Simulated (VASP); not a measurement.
VOs:

```
CELL_PARAMETERS angstrom
3.01657 0.00000 0.00000
0.00000 3.01657 0.00000
0.00000 0.00000 3.01657
ATOMIC_POSITIONS crystal
V 0.00000 0.00000 0.00000
Os 0.50000 0.50000 0.50000
```

Base run:

```yaml
Program: VASP 6.6.1
Functional: LDA
Potentials_or_basis: VASP PAW LDA potentials, release 64 (V_sv, Os)
Cutoff: 520 eV
k_mesh: 11 × 11 × 11
Occupations: fermi-dirac, width 0.1 eV
Spin: collinear spin, ferromagnetic start
Starting_moments: "[0.95, 0.08] μB"
Fixed_moment: 1.1 μB
```

Its results: pressure -11.0 GPa; site moments V +0.89; Os +0.11 μB.

Problem. The run is repeated on the same cell with these changes: fixed moment from 1.1 μB to 0.4 μB; moments at the start from [0.95, 0.08] to [0.38, 0.01]. What comes out?

Solution. Pressure -13.1 GPa; site moments V +0.35; Os +0.01 μB.

Caveats: the total moment is fixed, so each spin has its own Fermi level.
